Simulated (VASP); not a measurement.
Input of a VASP 6.6.1 run:

Contents of INCAR:

```
SYSTEM = Mg2AlCoC6N6
PREC = Accurate ; ENCUT = 600
EDIFF = 1E-6 ; ISMEAR = 0
SIGMA = 0.01 ; LREAL = Auto
LASPH = .True. ; NELM = 100
ALGO = Normal ; ISIF = 3
LWAVE = .False. ; LCHARG = .False.
GGA = PE ; IBRION = 2
NSW = 100 ; EDIFFG = -0.01
```

Contents of KPOINTS:

```
regular mesh
0
Gamma
  6 6 6
  0 0 0
```

The input POSCAR:

```
Mg2AlCoC6N6
1.0
    0.0000000000      5.0555504084      5.0555504084
    5.0555504084      0.0000000000      5.0555504084
    5.0555504084      5.0555504084      0.0000000000
Mg Al Co C N
2 1 1 6 6
Direct
    0.2500000000      0.2500000000      0.2500000000
    0.7500000000      0.7500000000      0.7500000000
    0.5000000000      0.5000000000      0.5000000000
    0.0000000000      0.0000000000      0.0000000000
    0.8122480274      0.1877519726      0.1877519726
    0.1877519726      0.8122480274      0.1877519726
    0.1877519726      0.1877519726      0.8122480274
    0.1877519726      0.8122480274      0.8122480274
    0.8122480274      0.1877519726      0.8122480274
    0.8122480274      0.8122480274      0.1877519726
    0.6967168162      0.3032831838      0.3032831838
    0.3032831838      0.6967168162      0.3032831838
    0.3032831838      0.3032831838      0.6967168162
    0.3032831838      0.6967168162      0.6967168162
    0.6967168162      0.3032831838      0.6967168162
    0.6967168162      0.6967168162      0.3032831838
```

Potentials or basis: VASP PAW PBE potentials, release 64 (Mg, Al, Co, C, N).

Run with:

```console
$ cat potpaw_PBE.64/Mg/POTCAR potpaw_PBE.64/Al/POTCAR potpaw_PBE.64/Co/POTCAR potpaw_PBE.64/C/POTCAR potpaw_PBE.64/N/POTCAR > POTCAR
$ mpirun -np 1 vasp_std > vasp.out
```

(1) Estimate the space group after relaxing (to 0.1 Å).

(2) What does it give for the relaxed volume?

(3) What does it give for the relaxed cell?

(4) Predict the band gap on the k mesh.

## Answers

(1) Fm-3m (No. 225).

(2) 16.08 Å³/atom.

(3) a = 7.140 Å, b = 7.140 Å, c = 7.140 Å, α = 60.00°, β = 60.00°, γ = 60.00°.

(4) 0.03 eV.
